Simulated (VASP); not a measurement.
Set up this calculation in VASP 6.6.1, as the native input.

```
Task                   : single point
Functional             : PBEsol
Potentials or basis    : VASP PAW PBE potentials, release 64 (Sn_d, O)
Cutoff                 : 520 eV
k mesh                 : 4 × 4 × 4
Occupations            : fermi-dirac, width 0.03 eV
Spin                   : no spin polarisation
Dipole correction      : no
Further INCAR settings : ALGO = Normal; EDIFF = 1e-06; NBANDS = 50
```

The structure of SnO lies in POSCAR:

```
SnO
1.0
    5.1823066489      0.0000000000      0.0000000000
    0.0000000000      5.1823066489      0.0000000000
    0.0000000000      0.0000000000      5.1823066489
Sn O
4 4
Direct
    0.9615440205      0.5384559795      0.4615440205
    0.5384559795      0.4615440205      0.9615440205
    0.4615440205      0.9615440205      0.5384559795
    0.0384559795      0.0384559795      0.0384559795
    0.1887883788      0.3112116212      0.6887883788
    0.3112116212      0.6887883788      0.1887883788
    0.6887883788      0.1887883788      0.3112116212
    0.8112116212      0.8112116212      0.8112116212
```

These files were run (other wordings do the same):

INCAR

```
SYSTEM = SnO
PREC = Accurate
ENCUT = 520
EDIFF = 1E-6
ISMEAR = -1
SIGMA = 0.03
LREAL = .False.
LASPH = .True.
NELM = 60
ALGO = Normal
ISIF = 2
LWAVE = .False.
LCHARG = .False.
GGA = PS
NBANDS = 50
```

KPOINTS

```
Automatic mesh
0
Gamma
  4 4 4
  0 0 0
```

Potentials or basis: VASP PAW PBE potentials, release 64 (Sn_d, O).

The run is started by

```bash
$ cat potpaw_PBE.64/Sn_d/POTCAR potpaw_PBE.64/O/POTCAR > POTCAR
$ mpirun -np 1 vasp_std > vasp.out
```

It gave:

```
Pressure               : 0.1 GPa
Largest force          : 0.060 eV/Å
Band gap on the k mesh : 1.44 eV, indirect (least direct gap 1.53 eV)
```

Caveat: the PAW data sets were made with another functional, which shifts forces and pressure a little; spin-orbit coupling is left out, which moves the levels of the heavy elements.

Run time: 55 s on 1 thread of AMD EPYC 9R14 (Zen 4), on a shared host, peak memory 0.22 GiB.
